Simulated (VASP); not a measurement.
# MgO (Fm-3m) in VASP: further runs, part 2 of 2

VASP 6.6.1. The steps go on from the part before.

**3. Electric field gradients, r2SCAN**

POSCAR

```
MgO
1.0
    0.0000000000      2.1351500000      2.1351500000
    2.1351500000      0.0000000000      2.1351500000
    2.1351500000      2.1351500000      0.0000000000
Mg O
1 1
Direct
    0.0000000000      0.0000000000      0.0000000000
    0.5000000000      0.5000000000      0.5000000000
```

INCAR.step1

```
SYSTEM = MgO
ALGO = Normal
EDIFF = 1E-5
ENCUT = 580
GGA = PE
GGA_COMPAT = .FALSE.
ISMEAR = -1
LASPH = .TRUE.
LCHARG = .FALSE.
LREAL = .FALSE.
LWAVE = .TRUE.
NBANDS = 11
NELM = 120
PREC = Accurate
SIGMA = 0.01
```

INCAR.step2

```
SYSTEM = MgO
ALGO = Normal
EDIFF = 1E-8
ENCUT = 580
GGA_COMPAT = .FALSE.
ISIF = 2
ISMEAR = -1
ISTART = 1
LASPH = .TRUE.
LCHARG = .FALSE.
LEFG = .TRUE.
LMIXTAU = .TRUE.
LREAL = .FALSE.
LWAVE = .FALSE.
METAGGA = R2SCAN
NBANDS = 11
NELM = 120
PREC = Accurate
SIGMA = 0.01
```

KPOINTS

```
k-points
0
G
  10 10 10
  0 0 0
```

Potentials or basis: VASP PAW PBE potentials, release 64 (Mg, O).

Launch:

```
$ cat potpaw_PBE.64/Mg/POTCAR potpaw_PBE.64/O/POTCAR > POTCAR
$ cp INCAR.step1 INCAR
$ mpirun -np 1 vasp_std > vasp.out
$ cp INCAR.step2 INCAR
$ mpirun -np 1 vasp_std > vasp.out
```

OUTCAR:

```text
SYSTEM = MgO
   EDIFF = 1E-8
   ENCUT = 580
   ISIF = 2
   ISMEAR = -1
   ISTART = 1
   LASPH = .TRUE.
   LREAL = .FALSE.
   METAGGA = R2SCAN
   NELM = 120
   PREC = Accurate

 ion  position               nearest neighbor table
   1  0.000  0.000  0.000-   2 2.14   2 2.14   2 2.14   2 2.14   2 2.14   2 2.14
   2  0.500  0.500  0.500-   1 2.14   1 2.14   1 2.14   1 2.14   1 2.14   1 2.14

  LATTYP: Found a face centered cubic cell.
 ALAT       =     4.2703000000

  Lattice vectors:

 A1 = (   0.0000000000,   2.1351500000,   2.1351500000)
 A2 = (   2.1351500000,   0.0000000000,   2.1351500000)
 A3 = (   2.1351500000,   2.1351500000,   0.0000000000)

Analysis of symmetry for initial positions (statically):
=====================================================================
 Subroutine PRICEL returns:
 Original cell was already a primitive cell.

 Routine SETGRP: Setting up the symmetry group for a
 face centered cubic supercell.

[... 524 lines left out ...]
      direct lattice vectors                 reciprocal lattice vectors
     0.000000000  2.135150000  2.135150000    -0.234175585  0.234175585  0.234175585
     2.135150000  0.000000000  2.135150000     0.234175585 -0.234175585  0.234175585
     2.135150000  2.135150000  0.000000000     0.234175585  0.234175585 -0.234175585

 POSITION                                       TOTAL-FORCE (eV/Angst)
 -----------------------------------------------------------------------------------
      0.00000      0.00000      0.00000        -0.000000     -0.000000     -0.000000
      2.13515      2.13515      2.13515         0.000000      0.000000      0.000000
 -----------------------------------------------------------------------------------
    total drift:                               -0.000000     -0.000000      0.000000

  FREE ENERGIE OF THE ION-ELECTRON SYSTEM (eV)
  ---------------------------------------------------
  free  energy   TOTEN  =       -16.1383281516 eV

  energy  without entropy=      -16.1383281516  energy(sigma->0) =      -16.13832815

 Electric field gradients (V/A^2)
---------------------------------------------------------------------
 ion       V_xx      V_yy      V_zz      V_xy      V_xz      V_yz
---------------------------------------------------------------------
   1       0.000    -0.000    -0.000     0.000     0.000     0.000
   2       0.000     0.000     0.000    -0.002    -0.002    -0.002
---------------------------------------------------------------------

 Electric field gradients after diagonalization (V/A^2)
 (convention: |V_zz| > |V_xx| > |V_yy|)
----------------------------------------------------------------------
 ion       V_xx      V_yy      V_zz     asymmetry (V_yy - V_xx)/ V_zz
----------------------------------------------------------------------
   1      -0.000    -0.000     0.000       0.000
   2       0.002     0.002    -0.005       0.000
----------------------------------------------------------------------

           NMR quadrupolar parameters

 Cq : quadrupolar parameter    Cq=e*Q*V_zz/h
 eta: asymmetry parameters     (V_yy - V_xx)/ V_zz
 Q  : nuclear electric quadrupole moment in mb (millibarn)
----------------------------------------------------------------------
 ion       Cq(MHz)       eta       Q (mb)
----------------------------------------------------------------------
   1       0.000       0.000       1.000
   2      -0.000       0.000       1.000
----------------------------------------------------------------------
```

OUTCAR.step1:

```text
SYSTEM = MgO
   EDIFF = 1E-5
   ENCUT = 580
   GGA = PE
   ISMEAR = -1
   LASPH = .TRUE.
   LREAL = .FALSE.
[... 555 lines left out ...]
      0.00000      0.00000      0.00000         0.000000      0.000000      0.000000
      2.13515      2.13515      2.13515         0.000000      0.000000      0.000000
 -----------------------------------------------------------------------------------
    total drift:                               -0.000000     -0.000000      0.000000

  FREE ENERGIE OF THE ION-ELECTRON SYSTEM (eV)
  ---------------------------------------------------
  free  energy   TOTEN  =       -11.9119522678 eV

  energy  without entropy=      -11.9119522678  energy(sigma->0) =      -11.91195227
```

OSZICAR.step1:

```text
N       E                     dE             d eps       ncg     rms          rms(c)
DAV:   1     0.169026129930E+02    0.16903E+02   -0.49383E+03  1162   0.713E+02
DAV:   2    -0.127426111623E+02   -0.29645E+02   -0.29006E+02  1180   0.143E+02
DAV:   3    -0.134648160922E+02   -0.72220E+00   -0.72136E+00  1249   0.198E+01
DAV:   4    -0.134666723388E+02   -0.18562E-02   -0.18562E-02  1106   0.115E+00
DAV:   5    -0.134666785993E+02   -0.62606E-05   -0.62606E-05  1223   0.661E-02    0.718E+00
DAV:   6    -0.119325405781E+02    0.15341E+01   -0.91157E+00  1082   0.164E+01    0.230E+00
DAV:   7    -0.119183176839E+02    0.14223E-01   -0.66477E-02  1121   0.223E+00    0.135E+00
DAV:   8    -0.119124638547E+02    0.58538E-02   -0.31840E-02  1094   0.199E+00    0.263E-01
DAV:   9    -0.119119893975E+02    0.47446E-03   -0.71446E-04  1163   0.186E-01    0.147E-01
DAV:  10    -0.119119498095E+02    0.39588E-04   -0.61102E-04  1130   0.185E-01    0.855E-03
DAV:  11    -0.119119522678E+02   -0.24583E-05   -0.34205E-06   649   0.151E-02
   1 F= -.11911952E+02 E0= -.11911952E+02  d E =-.165682E-14
```

Run time: 70 s. Hardware: 1 thread of AMD EPYC 7R13, shared host; peak memory 0.12 GiB.

Results:

```
Free energy            : -16.1383 eV
Pressure               : -8.3 GPa
Band gap on the k mesh : 5.20 eV, direct
```

Caveat: without QUAD_EFG the Cq values of the log hold for a quadrupole moment of 1 mb, not for the nuclei; the PAW data sets were made with another functional, which shifts forces and pressure a little.
